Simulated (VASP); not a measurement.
# Sn3Cl2: single point with PBE

Sn3Cl2:

```xyz
5
Lattice="4.5470 0.0000 0.0000 -2.2735 3.9378 0.0000 0.0000 0.0000 11.6993" Properties=species:S:1:pos:R:3 pbc="T T T"
Sn    0.0000    0.0000    0.0000
Sn    0.0000    2.6252    6.3151
Sn    2.2735    1.3126    5.3842
Cl    0.0000    2.6252    1.3287
Cl    2.2735    1.3126   10.3706
```

* Program: VASP 6.6.1
* Task: single point
* Functional: PBE
* Potentials or basis: VASP PAW PBE potentials, release 64 (Sn_d, Cl)
* Cutoff: 520 eV
* k mesh: 12 × 12 × 4
* Occupations: gaussian, width 0.1 eV
* Spin: no spin polarisation
* Dipole correction: no
* Further INCAR settings: ALGO = Normal; EDIFF = 1e-06; NBANDS = 36

* Pressure: 0.0 GPa
* Band gap on the k mesh: zero (bands 28 and 29 overlap by 0.05 eV)

Forces in eV/Å, atoms in the order of the input:
```
Sn   0.000  0.000  0.000
Sn   0.000  0.000  0.001
Sn   0.000  0.000 -0.001
Cl   0.000  0.000  0.002
Cl   0.000  0.000 -0.002
```

Levels at points of the mesh, in eV from the Fermi level:
```tsv
k point	band 26	band 27	band 28	band 29	band 30	band 31
(0.00, 0.00, 0.00)	-3.03	-0.01	0.03	0.03	0.87	1.57
(0.50, 0.00, 0.00)	-2.60	-1.32	-0.99	0.54	0.89	1.81
(0.00, 0.00, 0.50)	-2.95	-0.04	0.03	0.03	0.85	1.58
(0.50, 0.00, 0.50)	-2.60	-1.32	-1.01	0.56	0.91	1.81
```

Run time: 4.7 min on 1 thread of Intel(R) Xeon(R) Platinum 8559C (Emerald Rapids) (shared host), peak memory 0.59 GiB.

Caveat: spin-orbit coupling is left out, which moves the levels of the heavy elements.
